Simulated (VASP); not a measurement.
Crystal: Pb.

```
CELL_PARAMETERS angstrom
0.00000 1.96108 1.96108
1.96108 0.00000 1.96108
1.96108 1.96108 0.00000
ATOMIC_POSITIONS crystal
Pb 0.00000 0.00000 0.00000
```

| Quantity | Value |
| --- | --- |
| Program | VASP 6.6.1 |
| Task | relaxation of cell and atoms |
| Functional | PBEsol |
| Potentials or basis | VASP PAW PBE potentials, release 64 (Pb_d) |
| Cutoff | 500 eV |
| k mesh | 8 × 8 × 8 |
| Occupations | gaussian, width 0.1 eV |
| Spin | no spin polarisation |

At the start: pressure 178.6 GPa; volume 15.08 Å³/atom.

Problem. How do energy, volume and symmetry change on relaxing?

Solution. Over 6 steps the energy falls by 4241.3 meV/atom and the volume is 29.59 Å³/atom (+96.2 %); space group Fm-3m (No. 225, to 0.05 Å).

The path:
| step | energy change (eV) | largest force (eV/Å) | pressure (GPa) | volume (Å³) |
| --- | --- | --- | --- | --- |
| 1 | 0.0000 | 0.0000 | 178.60 | 15.08 |
| 2 | 7.3681 | 0.0000 | -102.66 | 89.62 |
| 3 | -4.0777 | 0.0000 | 13.03 | 25.02 |
| 4 | -4.1674 | 0.0000 | 7.96 | 26.41 |
| 5 | -4.2384 | 0.0000 | 1.36 | 28.99 |
| 6 | -4.2413 | 0.0000 | 0.22 | 29.59 |

Final structure:
```
CELL_PARAMETERS angstrom
0.00000 2.45503 2.45503
2.45503 0.00000 2.45503
2.45503 2.45503 0.00000
ATOMIC_POSITIONS crystal
Pb 0.00000 0.00000 0.00000
```

Caveat: the volume moved by over 15 % at a fixed basis, so the end points are rough; the PAW data sets were made with another functional, which shifts forces and pressure a little.
